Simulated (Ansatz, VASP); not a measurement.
**ZnS in VASP and in Ansatz**

```
Zn S
1.0
    -3.84549    0.00000    0.00000
    -1.92275   -3.33029    0.00000
    -0.48049   -0.27741   12.61067
Zn S
4 4
Direct
  0.27866 0.27866 0.65636
  0.32031 0.32031 0.15636
  0.59117 0.59117 0.90636
  0.63282 0.63282 0.40636
  0.26306 0.26306 0.84364
  0.30471 0.30471 0.34364
  0.65887 0.65887 0.09364
  0.61722 0.61722 0.59364
```

Alike in both runs: task single point; functional PBE; k mesh 8 × 8 × 2; occupations gaussian, width 0.05 eV; no spin polarisation.

|  | VASP | Ansatz |
| --- | --- | --- |
| version | VASP 6.6.1 | Ansatz 0.2.0 |
| potentials or method | VASP PAW PBE potentials, release 64 (Zn, S), cutoff 520 eV | scalar-relativistic, plane waves, PAW |
| valence electrons in the cell | 72 | 72 |

|  | VASP | Ansatz | Ansatz less VASP |
| --- | --- | --- | --- |
| gap on the k mesh at the Fermi level (eV) | 2.01 | 2.01 | -0.003 |
| least direct gap on the mesh (eV) | 2.01 | 2.01 | -0.003 |
| pressure (GPa) | 0.0 | -0.2 | -0.15 |
| traceless stress, the component that is largest in VASP (GPa) | 0.87 | 0.88 | +0.004 |
| rms of the force components (eV/Å) | 0.094 | 0.094 | -0.0002 |

Atom by atom the forces differ by 0.001 eV/Å (rms over components).
